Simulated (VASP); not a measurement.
Crystal: SiO2.

```xyz
30
Lattice="13.8193 0.0000 0.0000 0.0000 6.9106 0.0000 0.0000 0.0000 6.4190" Properties=species:S:1:pos:R:3 pbc="T T T"
Si    1.5919    0.0000    3.2139
Si    8.5016    0.0000    3.2051
Si   12.2274    0.0000    3.2051
Si    5.3178    0.0000    3.2139
Si    3.4548    1.8635    1.6832
Si   10.3645    5.0471    4.7358
Si   10.3645    1.8635    4.7358
Si    3.4548    5.0471    1.6832
Si    3.4548    0.0000    5.6582
Si   10.3645    0.0000    0.7608
O     0.0000    0.0000    3.2095
O     6.9097    0.0000    3.2095
O     2.1337    1.3224    2.4497
O     9.0434    5.5882    3.9693
O    11.6856    1.3224    3.9693
O     4.7760    5.5882    2.4497
O    11.6856    5.5882    3.9693
O     4.7760    1.3224    2.4497
O     2.1337    5.5882    2.4497
O     9.0434    1.3224    3.9693
O     2.1289    0.0000    4.7364
O     9.0386    0.0000    1.6826
O    11.6904    0.0000    1.6826
O     4.7807    0.0000    4.7364
O     3.4548    3.4553    1.6773
O    10.3645    3.4553    4.7417
O     3.4548    1.3248    0.1616
O    10.3645    5.5858    6.2574
O    10.3645    1.3248    6.2574
O     3.4548    5.5858    0.1616
```

Base run:

```yaml
Program: VASP 6.6.1
Functional: PBE
Potentials_or_basis: VASP PAW PBE potentials, release 64 (Si, O)
Cutoff: 520 eV
k_mesh: 2 × 3 × 3
Occupations: fermi-dirac, width 0.02 eV
Spin: no spin polarisation
```

Its results: band gap on the k mesh 5.62 eV (least direct gap 5.63 eV); pressure 3.2 GPa; largest force 0.384 eV/Å.

Problem. The run is repeated on the same cell with these changes: functional from PBE to r2SCAN. What comes out?

Solution. Band gap on the k mesh 6.42 eV (least direct gap 6.43 eV); pressure 0.2 GPa; largest force 0.019 eV/Å.

Caveats: the cell stands under pressure (at least some runs); the PAW data sets were made with another functional, which shifts forces and pressure a little (at least some runs).

A k mesh can miss the band edges.
